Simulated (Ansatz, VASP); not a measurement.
## One calculation of MgB, two programs

```
CELL_PARAMETERS angstrom
2.89310 0.00000 0.00000
0.00000 2.89310 0.00000
0.00000 0.00000 2.89310
ATOMIC_POSITIONS crystal
B 0.00000 0.00000 0.00000
Mg 0.50000 0.50000 0.50000
```

Alike in both runs: task electric field gradients; functional LDA; k mesh 11 × 11 × 11; occupations fermi-dirac, width 0.05 eV; collinear spin.

|  | VASP | Ansatz |
| --- | --- | --- |
| version | VASP 6.6.1 | Ansatz 0.2.0 |
| potentials or method | VASP PAW LDA potentials, release 64 (B, Mg) | PAW with Ansatz's default frozen-core files, scalar-relativistic |
| plane-wave cutoff (eV) | 520 | 420 |
| valence electrons in the cell | 5 | 13 |

Ansatz gave:

- gap on the k mesh at the Fermi level (eV): none
- pressure (GPa): -5.3
- net moment per atom (μB): 0.00

Question: Which values does VASP return?

Answer: gap on the k mesh at the Fermi level (eV): none; pressure (GPa): -5.8; net moment per atom (μB): 0.00.

LDA's correlation is that of Perdew and Zunger in VASP and of Perdew and Wang (1992) in Ansatz. A gap of «none» marks a metal or a gap that the smearing closes. VASP's potentials hold 5 valence electrons a cell and Ansatz's 13, so a difference there can come from the potentials and not from the codes. Ansatz's warnings: seeded moment not kept.
